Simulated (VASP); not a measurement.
A run of VASP 6.6.1:

INCAR

```
ALGO = Normal
EDIFF = 1E-7
ENCUT = 520
GGA = PE
ISIF = 2
ISMEAR = 0
LASPH = True
LCHARG = False
LREAL = Auto
LWAVE = False
NBANDS = 198
NELM = 60
PREC = Accurate
SIGMA = 0.01
```

The input KPOINTS:

```
Automatic mesh
0
Gamma
  2 2 2
  0.5 0.5 0.5
```

POSCAR

```
In16O23
1.0
   -5.5752353406     -3.2188636247      4.9190313798
    5.5752353406     -3.2188636247      4.9190313798
    0.0000000000      6.4377272494      4.9190313798
In O
16 23
Direct
    0.6414398965      0.6438713123      0.6431925880
    0.1415117669      0.1428467833      0.6442707668
    0.1450748707      0.6425286100      0.1442492680
    0.6455485095      0.1378909098      0.1298307418
    0.8557507320      0.8574713900      0.8549251293
    0.3557292332      0.3571532167      0.8584882331
    0.3568074120      0.8561286877      0.3585601035
    0.8701692582      0.3621090902      0.3544514905
    0.3729633582      0.3505087301      0.3645273716
    0.8569400833      0.8572367582      0.3575728639
    0.8552043566      0.3572851980      0.8559250253
    0.3562642994      0.8575625081      0.8577645559
    0.1440749747      0.1427148020      0.1447956434
    0.6424271361      0.6427632418      0.1430599167
    0.6354726284      0.1494912699      0.6270366418
    0.1422354441      0.6424374919      0.6437357006
    0.1002250651      0.7488703359      0.3986709345
    0.0989252623      0.2500000000      0.9010747377
    0.6013290655      0.7511296641      0.8997749349
    0.2480391485      0.3975504711      0.6040728464
    0.7467253479      0.8994374112      0.5996862655
    0.7474248822      0.3940147875      0.1082504628
    0.2498097925      0.8980741705      0.1032934133
    0.4003137345      0.6005625888      0.2532746521
    0.8917495372      0.1059852125      0.2525751178
    0.8967065867      0.6019258295      0.7501902075
    0.3959271536      0.1024495289      0.7519608515
    0.3970959712      0.7500000000      0.6029040288
    0.8962752381      0.2519948015      0.5977806840
    0.8977781942      0.7500000000      0.1022218058
    0.4022193160      0.2480051985      0.1037247619
    0.6008179731      0.3999830745      0.7511799443
    0.1004459142      0.8979663953      0.7498921832
    0.1108608297      0.3971381593      0.2508387058
    0.6018864732      0.9018338911      0.2519750113
    0.7480249887      0.5981661089      0.3981135268
    0.2488200557      0.1000169255      0.3991820269
    0.2501078168      0.6020336047      0.8995540858
    0.7491612942      0.1028618407      0.8891391703
```

Potentials or basis: VASP PAW PBE potentials, release 64 (In_d, O).

Launch:

```bash
$ cat potpaw_PBE.64/In_d/POTCAR potpaw_PBE.64/O/POTCAR > POTCAR
$ mpirun -np 1 vasp_std > vasp.out
```

Hardware: 1 thread of Oxide Virtual Turin-like Processor, on a shared host.

Problem. Estimate the wall time of this run.

Solution. Wall time 15 min on 1 thread of Oxide Virtual Turin-like Processor, with other jobs on the host, peak memory 0.56 GiB. Counts: scf iterations 18, k points 3.
